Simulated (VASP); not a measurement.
# AlN (P6_3mc) in VASP: a series of runs

AlN is run at these levels: LDA; tasks: single point, relaxation of cell and atoms.

Program: VASP 6.6.1. These are calculated values, not measurements. Logs are shortened: lines on timing, memory, paths and dates and some standing lists are left out, and cuts for length are marked.

**Measured values to compare with.**

“Self-assembly of well-separated AlN nanowires directly on sputtered metallic TiN films”, 2019, arxiv:1910.07391 quotes, for a bulk crystal of AlN at 10 K: band gap 6.034 eV (an exciton energy, a little under the gap).

The results are compared with them further down.

### 1 The cell of the first run

Symmetry: P6_3mc, No. 186, hexagonal system. The conventional cell has a = 3.089 Å, b = 3.089 Å, c = 4.943 Å, α = 90.00°, β = 90.00°, γ = 120.00°. Al (site symmetry 3m) has 4 N at 1.88 to 1.89 Å within 2.5 Å. Within 2.5 Å of N (site symmetry 3m) lie 4 Al at 1.88 to 1.89 Å.

### 2 Single point, LDA

Input file INCAR:

```
PREC = Accurate ; ENCUT = 600
EDIFF = 1E-6 ; ISMEAR = 0
SIGMA = 0.01 ; LREAL = False
LASPH = True ; NELM = 120
ALGO = Normal ; ISIF = 2
LWAVE = False ; LCHARG = True
LELF = True ; LVHAR = True
NBANDS = 16 ; GGA_COMPAT = False
```

Input file KPOINTS:

```
regular mesh
0
Gamma
  8 8 4
```

Input file POSCAR:

```
AlN
1.0
    3.0887700518      0.0000000000      0.0000000000
   -1.5443850259      2.6749533313      0.0000000000
    0.0000000000      0.0000000000      4.9432745661
Al N
2 2
Direct
    0.3333333333      0.6666666667     -0.0009915582
    0.6666666667      0.3333333333      0.4990084418
    0.3333333333      0.6666666667      0.3809915582
    0.6666666667      0.3333333333      0.8809915582
```

Potentials or basis: VASP PAW LDA potentials, release 64 (Al, N).

Command:

```console
$ cat potpaw_LDA.64/Al/POTCAR potpaw_LDA.64/N/POTCAR > POTCAR
$ mpirun -np 1 vasp_std > vasp.out
```

OUTCAR:

```text
PREC = Accurate
   ENCUT = 600
   EDIFF = 1E-6
   ISMEAR = 0
   LREAL = False
   LASPH = True
   NELM = 120
   ISIF = 2

 ion  position               nearest neighbor table
   1  0.333  0.667  0.999-   4 1.88   4 1.88   4 1.88   3 1.89   2 3.05   2 3.05   2 3.05   2 3.05
                             2 3.05   2 3.05
   2  0.667  0.333  0.499-   3 1.88   3 1.88   3 1.88   4 1.89   1 3.05   1 3.05   1 3.05   1 3.05
                             1 3.05   1 3.05
   3  0.333  0.667  0.381-   2 1.88   2 1.88   2 1.88   1 1.89
   4  0.667  0.333  0.881-   1 1.88   1 1.88   1 1.88   2 1.89

  LATTYP: Found a hexagonal cell.
 ALAT       =     3.0887700518
 C/A-ratio  =     1.6004022582

  Lattice vectors:

 A1 = (   3.0887700518,   0.0000000000,   0.0000000000)
 A2 = (  -1.5443850259,   2.6749533313,   0.0000000000)
 A3 = (   0.0000000000,   0.0000000000,   4.9432745661)

Analysis of symmetry for initial positions (statically):
=====================================================================
 Subroutine PRICEL returns:
 Original cell was already a primitive cell.

 Routine SETGRP: Setting up the symmetry group for a
 hexagonal supercell.

 Subroutine GETGRP returns: Found 12 space group operations
 (whereof  6 operations were pure point group operations)
 out of a pool of 24 trial point group operations.

The static configuration has the point symmetry C_3v.
 The point group associated with its full space group is C_6v.

Analysis of symmetry for dynamics (positions and initial velocities):
=====================================================================
 Subroutine PRICEL returns:
 Original cell was already a primitive cell.

 Routine SETGRP: Setting up the symmetry group for a
 hexagonal supercell.

 Subroutine GETGRP returns: Found 12 space group operations
 (whereof  6 operations were pure point group operations)
 out of a pool of 24 trial point group operations.

The dynamic configuration has the point symmetry C_3v.
 The point group associated with its full space group is C_6v.

 Subroutine INISYM returns: Found 12 space group operations
 (whereof  6 operations are pure point group operations),
 and found     1 'primitive' translations

----------------------------------------------------------------------------------------

                                     Primitive cell

  volume of cell :      40.8429

  direct lattice vectors                    reciprocal lattice vectors
     3.088770052  0.000000000  0.000000000     0.323753463  0.186919149  0.000000000
    -1.544385026  2.674953331  0.000000000     0.000000000  0.373838298  0.000000000
     0.000000000  0.000000000  4.943274566     0.000000000  0.000000000  0.202295055

  length of vectors
     3.088770052  3.088770052  4.943274566     0.373838298  0.373838298  0.202295055

  position of ions in fractional coordinates (direct lattice)
     0.333333333  0.666666667  0.999008442
     0.666666667  0.333333333  0.499008442
     0.333333333  0.666666667  0.380991558
     0.666666667  0.333333333  0.880991558

  ion indices of the primitive-cell ions
   primitive index   ion index
                 1           1
                 2           2
                 3           3
                 4           4

----------------------------------------------------------------------------------------

 KPOINTS: regular mesh

Automatic generation of k-mesh.
 Grid dimensions read from file:
 generate k-points for:    8    8    4

 Generating k-lattice:

  Cartesian coordinates                     Fractional coordinates (reciprocal lattice)
     0.040469183  0.023364894  0.000000000     0.125000000  0.000000000  0.000000000
     0.000000000  0.046729787  0.000000000     0.000000000  0.125000000  0.000000000
     0.000000000  0.000000000  0.050573764     0.000000000  0.000000000  0.250000000

  Length of vectors
     0.046729787  0.046729787  0.050573764

  Shift w.r.t. Gamma in fractional coordinates (k-lattice)
     0.000000000  0.000000000  0.000000000

 Subroutine IBZKPT returns following result:
 ===========================================

 Found     30 irreducible k-points:

 Following reciprocal coordinates:
            Coordinates               Weight
  0.000000  0.000000  0.000000      1.000000
  0.125000  0.000000  0.000000      6.000000
  0.250000  0.000000  0.000000      6.000000
  0.375000  0.000000  0.000000      6.000000
  0.500000  0.000000  0.000000      3.000000
  0.125000  0.125000  0.000000      6.000000
[... 16 lines left out ...]
  0.250000  0.000000  0.500000      6.000000
  0.375000  0.000000  0.500000      6.000000
 [... further k-points ...]
   k-points           NKPTS =     30   k-points in BZ     NKDIM =     30   number of bands    NBANDS=     16
   number of dos      NEDOS =    301   number of ions     NIONS =      4
   total plane-waves  NPLWV =  31360
   dimension x,y,z NGX =    28 NGY =   28 NGZ =   40
   dimension x,y,z NGXF=    56 NGYF=   56 NGZF=   80
   ions per type =               2   2
   NGX,Y,Z   is equivalent  to a cutoff of  15.07, 15.07, 13.45 a.u.
   NGXF,Y,Z  is equivalent  to a cutoff of  30.14, 30.14, 26.90 a.u.
 SYSTEM =  unknown system
   PREC   = accura    normal or accurate (medium, high low for compatibility)
   ISTART =      0    job   : 0-new  1-cont  2-samecut
   ICHARG =      2    charge: 1-file 2-atom 10-const
   ISPIN  =      1    spin polarized calculation?
   LNONCOLLINEAR =      F non collinear calculations
   LSORBIT =      F    spin-orbit coupling
   LASPH  =      T    aspherical Exc in radial PAW
   ENCUT  =  600.0 eV  44.10 Ry    6.64 a.u.   6.17  6.17  9.87*2*pi/ulx,y,z
   NELM   =    120;   NELMIN=  2; NELMDL= -5     # of ELM steps
   EDIFF  = 0.1E-05   stopping-criterion for ELM
   LREAL  =      F    real-space projection
   EDIFFG = 0.1E-04   stopping-criterion for IOM
   NSW    =      0    number of steps for IOM
   IBRION =     -1    ionic relax: 0-MD 1-quasi-New 2-CG
   NFREE  =      0    steps in history (QN), initial steepest desc. (CG)
   ISIF   =      2    stress and relaxation
   ISYM   =      2    0-nonsym 1-usesym 2-fastsym
   POTIM  = 0.5000    time-step for ionic-motion
   TEBEG  =    0.0;   TEEND  =   0.0 temperature during run
   PSTRESS=    0.0 pullay stress
   NELECT =      16.0000    total number of electrons
   NUPDOWN=      -1.0000    fix difference up-down
   EMIN   =  10.00;   EMAX   =-10.00  energy-range for DOS
   EFERMI =   0.00;   METHOD = LEGACY
   ISMEAR =     0;   SIGMA  =   0.01  broadening in eV -4-tet -1-fermi 0-gaus
   EFERMI_NEDOS =   21; number of points for ismear=-14 and -15
   IALGO  =     38    algorithm
   IMIX   =      4    mixing-type and parameters
     AMIX     =   0.40;   BMIX     =  1.00
     AMIX_MAG =   1.60;   BMIX_MAG =  1.00
  volume/ion in A,a.u.               =      10.21        68.91
  Fermi-wavevector in a.u.,A,eV,Ry     =   1.197869  2.263644 19.522865  1.434890
  Thomas-Fermi vector in A             =   2.333773
   LORBIT       =      0    0 simple, 1 ext, 2 COOP (PROOUT), +10 PAW based schemes
   GGA     = CA    functional components
   LHFCALC =     F    Hartree Fock is set to
   AEXX    =    0.0000 exact exchange contribution
   IVDW    =     0    specifies the selected vdW correction
   LEPSILON=     F    determine dielectric tensor
   LRPA    =     F    only Hartree local field effects (RPA)
 non-spin polarized calculation
 Gauss-broadening in eV      SIGMA  =   0.01
  energy-cutoff  :      600.00
  volume of cell :       40.84
 maximum number of plane-waves:      1387
 NGX is ok and might be reduce to    28
   NGX = 13   NGY = 13   NGZ = 19

 number of electron      15.9999999 magnetization

 Free energy of the ion-electron system (eV)
  ---------------------------------------------------
  ext. energy  EPLUGINS =         0.00000000
  ---------------------------------------------------
  free energy    TOTEN  =       -32.84224282 eV

  energy without entropy =      -32.84224282  energy(sigma->0) =      -32.84224282

 E-fermi :   6.2264     XC(G=0): -11.3432

 val. band max:        6.1145911977   @ k =   0.0000   0.0000   0.0000
 cond. band min:      10.5376901750   @ k =   0.0000   0.0000   0.0000
 fundamental gap:      4.4230989773
 Fermi energy:         6.2264080912

 k-point     1 :       0.0000    0.0000    0.0000
  band No.  band energies     occupation
      1      -9.0590      2.00000
      2      -6.7652      2.00000
      3      -0.0397      2.00000
      4       5.2243      2.00000
      5       5.2243      2.00000
      6       5.8859      2.00000
[... 8 lines left out ...]
     15      19.2375      0.00000
     16      19.2375      0.00000

 k-point     2 :       0.1250    0.0000    0.0000
  band No.  band energies     occupation
      1      -8.8518      2.00000
      2      -6.6478      2.00000
      3       0.2013      2.00000
      4       4.3371      2.00000
      5       4.9735      2.00000
      6       5.0716      2.00000
[... 8 lines left out ...]
     15      18.9388      0.00000
     16      19.1706      0.00000

 k-point     3 :       0.2500    0.0000    0.0000
  band No.  band energies     occupation
      1      -8.2713      2.00000
      2      -6.3693      2.00000
      3       0.8947      2.00000
      4       2.5762      2.00000
      5       3.6236      2.00000
      6       4.4964      2.00000
[... 8 lines left out ...]
     15      18.2508      0.00000
     16      19.3705      0.00000

 k-point     4 :       0.3750    0.0000    0.0000
  band No.  band energies     occupation
      1      -7.4772      2.00000
      2      -6.1686      2.00000
      3       1.0935      2.00000
      4       1.9130      2.00000
      5       2.3793      2.00000
      6       4.1090      2.00000
[... 8 lines left out ...]
     15      18.3885      0.00000
     16      20.9746      0.00000
[... 324 lines left out ...]
 k-point    22 :       0.1250    0.0000    0.5000
  band No.  band energies     occupation
      1      -7.9432      2.00000
      2      -7.9432      2.00000
      3       2.6719      2.00000
      4       2.6719      2.00000
      5       5.0096      2.00000
      6       5.0096      2.00000
[... 8 lines left out ...]
     15      17.9945      0.00000
     16      17.9945      0.00000

 k-point    23 :       0.2500    0.0000    0.5000
  band No.  band energies     occupation
      1      -7.4543      2.00000
      2      -7.4543      2.00000
      3       2.0335      2.00000
      4       2.0335      2.00000
      5       4.4627      2.00000
      6       4.4627      2.00000
[... 8 lines left out ...]
     15      18.9105      0.00000
     16      18.9105      0.00000

 k-point    24 :       0.3750    0.0000    0.5000
  band No.  band energies     occupation
      1      -6.8577      2.00000
      2      -6.8577      2.00000
      3       0.9053      2.00000
      4       0.9053      2.00000
      5       4.5812      2.00000
      6       4.5812      2.00000
[... 8 lines left out ...]
     15      19.3354      0.00000
     16      19.3354      0.00000

 [... further k-points ...]
[... 5 lines left out ...]
  --------------------------------------------------------------------------------------
  -------------------------------------------------------------------------------------
  Total        0.1339922      0.1339922      0.1284009      0.0000000      0.0000000      0.0000000
  in kB        5.2562224      5.2562224      5.0368879      0.0000000      0.0000000      0.0000000
  external PRESSURE =       5.1831109 kB  Pullay stress =       0.0000000 kB

 VOLUME and BASIS-vectors are now :
 -----------------------------------------------------------------------------
  energy-cutoff  :      600.00
  volume of cell :       40.84
      direct lattice vectors                 reciprocal lattice vectors
     3.088770052  0.000000000  0.000000000     0.323753463  0.186919149  0.000000000
    -1.544385026  2.674953331  0.000000000     0.000000000  0.373838298  0.000000000
     0.000000000  0.000000000  4.943274566     0.000000000  0.000000000  0.202295055

 POSITION                                       TOTAL-FORCE (eV/Angst)
 -----------------------------------------------------------------------------------
     -0.00000      1.78330      4.93837        -0.000000     -0.000000     -0.000672
      1.54439      0.89165      2.46674         0.000000     -0.000000     -0.000672
     -0.00000      1.78330      1.88335        -0.000000     -0.000000      0.000672
      1.54439      0.89165      4.35498         0.000000      0.000000      0.000672
 -----------------------------------------------------------------------------------
    total drift:                               -0.000000      0.000000     -0.000701

  FREE ENERGIE OF THE ION-ELECTRON SYSTEM (eV)
  ---------------------------------------------------
  free  energy   TOTEN  =       -32.8422428219 eV

  energy  without entropy=      -32.8422428219  energy(sigma->0) =      -32.84224282
```

Wall time 13 s (1 thread of AMD EPYC 9R45 (Zen 5), shared host); peak memory 0.12 GiB.

Results:

| Item | Value |
| --- | --- |
| Free energy | -32.8422 eV |
| Pressure | 0.5 GPa |
| Band gap on the k mesh | 4.42 eV |

[end of part 1 of 2]
